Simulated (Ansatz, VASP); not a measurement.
# Two plane-wave programs on Hf2WS2

```xyz
5
Lattice="3.3842 0.0000 0.0000 -1.6921 2.9308 0.0000 0.0000 0.0000 11.6207" Properties=species:S:1:pos:R:3 pbc="T T T"
Hf    0.0000    0.0000    3.2622
Hf    0.0000    0.0000    8.3585
W     0.0000    0.0000    5.8103
S     0.0000    1.9539    1.7711
S     1.6921    0.9769    9.8495
```

Alike in both runs: functional PBE; k mesh 12 × 12 × 4; occupations gaussian, width 0.1 eV; no spin polarisation.

Ansatz relaxed the structure, and its values are those at the end. VASP's run is a single point on that final structure, the one shown.

|  | VASP | Ansatz |
| --- | --- | --- |
| version | VASP 6.6.1 | Ansatz 0.2.0 |
| potentials or method | VASP PAW PBE potentials, release 64 (Hf_pv, W_sv, S), cutoff 520 eV | scalar-relativistic, plane waves, PAW |
| valence electrons in the cell | 46 | 78 |

Ansatz gave:

| Property | Result |
| --- | --- |
| gap on the k mesh at the Fermi level (eV) | none |
| pressure (GPa) | 0.0 |
| rms of the force components (eV/Å) | 0.001 |

Q: What did VASP give for the same quantities?

A: gap on the k mesh at the Fermi level (eV): none; pressure (GPa): -0.3; rms of the force components (eV/Å): 0.021.

A gap of «none» marks a metal or a gap that the smearing closes. VASP's potentials hold 46 valence electrons a cell and Ansatz's 78, so a difference there can come from the potentials and not from the codes.

Neither program's run includes spin-orbit coupling.
